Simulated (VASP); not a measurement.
**ZnC: relaxation of cell and atoms with PBE**

The system is ZnC.

```xyz
4
Lattice="2.6905 0.0000 0.0000 0.0000 3.8581 0.0000 0.0000 0.0000 5.8762" Properties=species:S:1:pos:R:3 pbc="T T T"
Zn    0.0000    1.9290    2.4937
Zn    1.3452    0.0000    3.3825
C     0.0000    1.9290    4.2348
C     1.3452    0.0000    1.6414
```

The cell was generated, and may not be a known phase.

```yaml
Program: VASP 6.6.1
Task: relaxation of cell and atoms
Functional: PBE
Potentials_or_basis: VASP PAW PBE potentials, release 64 (Zn, C)
Cutoff: 600 eV
k_mesh: 6 × 4 × 4
Occupations: gaussian, width 0.1 eV
Spin: no spin polarisation
Dipole_correction: no
Further_INCAR_settings: ALGO = Fast; EDIFF = 1e-06; IBRION = 2; EDIFFG = -0.04; NSW = 90; ISIF = 3
```

```
Relaxed volume                        : 10.69 Å³/atom
Relaxed cell                          : a = 3.005 Å, b = 3.132 Å, c = 4.545 Å, α = 90.00°, β = 90.00°, γ = 90.00°
Space group after relaxing (to 0.1 Å) : Immm (No. 71)
Energy gained by relaxing             : 1147.6 meV/atom
Ionic steps                           : 57
Pressure after relaxing               : -0.1 GPa
Largest force after relaxing          : 0.033 eV/Å
Band gap on the k mesh                : zero (bands 16 and 17 overlap by 3.83 eV)
```

Forces on the atoms (eV/Å):
```
Zn   0.000  0.000 -0.032
Zn   0.000  0.000  0.032
C    0.000  0.000  0.033
C    0.000  0.000 -0.033
```

Stress tensor (GPa, compression positive):
```
 0.11  0.00  0.00
 0.00 -0.14  0.00
 0.00  0.00 -0.22
```

The path:
```tsv
step	energy change (eV)	largest force (eV/Å)	pressure (GPa)	volume (Å³)
1	0.0000	6.6813	14.16	61.00
3	-1.7556	1.3481	-11.96	67.12
5	-3.2443	1.6814	5.18	52.57
7	-3.5872	0.8765	8.34	52.21
9	-3.9814	0.1402	-1.30	58.04
11	-3.9819	0.1376	-0.93	57.88
13	-3.9946	0.0927	-0.86	57.82
15	-4.0001	0.0111	1.45	56.54
17	-4.0062	0.0136	-0.41	56.99
19	-4.0083	0.0107	-0.49	56.56
21	-4.0248	0.0274	0.68	52.97
23	-3.4151	2.5058	30.21	38.55
25	-4.0334	0.7548	11.62	43.09
27	-4.0955	0.2397	5.96	46.04
29	-4.0961	0.2589	5.93	45.93
31	-4.0970	0.3506	6.60	45.42
33	-4.1016	0.3563	6.56	45.45
35	-4.1208	0.3822	5.52	45.58
37	-4.1721	0.4700	1.78	46.08
39	-4.1904	0.4940	-1.79	46.63
41	-4.2324	0.4524	-1.49	46.19
43	-4.4036	0.2756	0.91	44.05
45	-4.5340	0.2142	7.08	40.94
47	-4.5367	0.2878	5.24	41.27
49	-4.5553	0.0791	4.72	41.44
51	-4.5647	0.1777	-3.64	44.14
53	-4.5813	0.1343	-0.75	43.00
55	-4.5870	0.0416	-1.43	43.16
57	-4.5905	0.0327	-0.08	42.77
```

Final structure:
```cif
data_structure
_symmetry_space_group_name_H-M 'P 1'
_symmetry_Int_Tables_number 1
_cell_length_a 3.0046
_cell_length_b 3.1320
_cell_length_c 4.5453
_cell_angle_alpha 90.000
_cell_angle_beta 90.000
_cell_angle_gamma 90.000
_cell_volume 42.77
loop_
_atom_site_label
_atom_site_type_symbol
_atom_site_fract_x
_atom_site_fract_y
_atom_site_fract_z
_atom_site_occupancy
Zn1 Zn 0.00000 0.50000 0.25058 1
Zn2 Zn 0.50000 0.00000 0.74942 1
C1 C 0.00000 0.50000 0.74895 1
C2 C 0.50000 0.00000 0.25105 1
```

Levels at points of the mesh, in eV from the Fermi level:
```
           k point  band 14  band 15  band 16  band 17  band 18  band 19
(0.00, 0.00, 0.00)    -1.50    -0.80     0.83     1.29     1.31     3.62
(0.50, 0.00, 0.00)    -3.22    -1.57    -1.57     1.84     1.84     8.14
(0.00, 0.50, 0.00)    -3.38    -1.74    -1.74     2.02     2.02     8.94
(0.50, 0.50, 0.00)    -4.49    -1.73    -1.73    -1.19    -1.19     3.10
(0.00, 0.00, 0.50)    -0.63    -0.34    -0.31     0.25     0.28     6.73
(0.50, 0.00, 0.50)    -4.75     1.72     1.72     2.02     2.02     6.79
(0.00, 0.50, 0.50)    -4.97     1.77     1.77     2.19     2.19     7.05
(0.50, 0.50, 0.50)    -3.53    -3.40    -3.40    -2.05    -2.05     6.70
```

Wall time 21 min on 1 thread of Oxide Virtual Turin-like Processor (shared host), peak memory 0.2 GiB.

Caveat: the k points lie up to 0.50 Å⁻¹ apart in the final cell, too coarse for converged energies and pressures of a metal; the volume moved by over 15 % at a fixed basis, so the end points are rough.
